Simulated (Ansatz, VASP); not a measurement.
Two plane-wave programs on BaTe

File POSCAR:

```
BaTe
1.0
    4.2624660000      0.0000000000      0.0000000000
    0.0000000000      4.2624660000      0.0000000000
    0.0000000000      0.0000000000      4.2624660000
Ba Te
1 1
Direct
    0.0000000000      0.0000000000      0.0000000000
    0.5000000000      0.5000000000      0.5000000000
```

INCAR.step1

```
SYSTEM = BaTe
  PREC = Accurate
  ENCUT = 520
  ISMEAR = 0
  SIGMA = 0.05
  LREAL = .FALSE.
  LASPH = .TRUE.
  NELM = 100
  NBANDS = 15
  GGA = PE
  ALGO = Normal
  EDIFF = 1E-4
  LWAVE = .TRUE.
  LCHARG = .FALSE.
```

Contents of INCAR.step2:

```
SYSTEM = BaTe
  PREC = Accurate
  ENCUT = 520
  EDIFF = 1E-6
  ISMEAR = 0
  SIGMA = 0.05
  LREAL = .FALSE.
  LASPH = .TRUE.
  NELM = 100
  ALGO = Normal
  ISIF = 2
  LWAVE = .FALSE.
  LCHARG = .FALSE.
  METAGGA = R2SCAN
  LMIXTAU = .TRUE.
  NBANDS = 15
  ISTART = 1
```

KPOINTS

```
regular mesh
0
G
  6 6 6
  0 0 0
```

Input for Ansatz:

```yaml
crystal:
  lattice:
    - [4.262466, 0.0, 0.0]
    - [0.0, 4.262466, 0.0]
    - [0.0, 0.0, 4.262466]
  atoms:
    - { symbol: Ba, position: [0.0, 0.0, 0.0] }
    - { symbol: Te, position: [0.5, 0.5, 0.5] }
basis:
  ecutwfc: 500
kpoints:
  mp_grid: { grid: [6, 6, 6] }
hamiltonian:
  xc: r2scan
scf:
  occupations: { method: gaussian, width: 0.05 }
output:
  forces: true
  stress: true
  eigenvalues: true
```

Alike in both runs: task single point; functional r2SCAN; k mesh 6 × 6 × 6; occupations gaussian, width 0.05 eV; no spin polarisation.

|  | VASP | Ansatz |
| --- | --- | --- |
| version | VASP 6.6.1 | Ansatz 0.2.0 |
| potentials or method | VASP PAW PBE potentials, release 64 (Ba_sv, Te), cutoff 520 eV | scalar-relativistic, plane waves, PAW |
| valence electrons in the cell | 16 | 26 |

|  | VASP | Ansatz | Ansatz less VASP |
| --- | --- | --- | --- |
| gap on the k mesh at the Fermi level (eV) | 1.13 | 1.22 | +0.093 |
| least direct gap on the mesh (eV) | 1.39 | 1.49 | +0.096 |
| pressure (GPa) | 0.0 | -0.5 | -0.46 |

VASP's potentials were made for PBE, not for r2SCAN. VASP's potentials hold 16 valence electrons a cell and Ansatz's 26, so a difference there can come from the potentials and not from the codes.

Spin-orbit coupling is off throughout.
